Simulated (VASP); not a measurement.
Crystal: Sb.

```
Sb
1.0
     3.37675    0.00000    0.00000
    -1.68837    2.92435    0.00000
     0.00000    0.00000    5.50639
Sb
2
Direct
  0.66667 0.33333 0.75000
  0.33333 0.66667 0.25000
```

This isn't the form of Sb at room conditions, which is rhombohedral.

Base run:

```yaml
Program: VASP 6.6.1
Functional: PBE0
Potentials_or_basis: VASP PAW PBE potentials, release 64 (Sb)
Cutoff: 520 eV
k_mesh: 6 × 6 × 4
Occupations: fermi-dirac, width 0.05 eV
Spin: no spin polarisation
```

Its results: band gap on the k mesh zero (bands 5 and 6 overlap by 9.33 eV); pressure -3.0 GPa.

Q: The run is repeated on the same cell with these changes: k mesh from 6 × 6 × 4 to 4 × 4 × 4. What comes out?

A: Band gap on the k mesh zero (bands 5 and 6 overlap by 7.66 eV); pressure -4.4 GPa.

Caveats: some runs use coarse meshes; the PAW data sets were made with another functional, which shifts forces and pressure a little; spin-orbit coupling is left out, which moves the levels of the heavy elements; the stress differs along the axes, from -5 to 1 GPa (at least some runs).
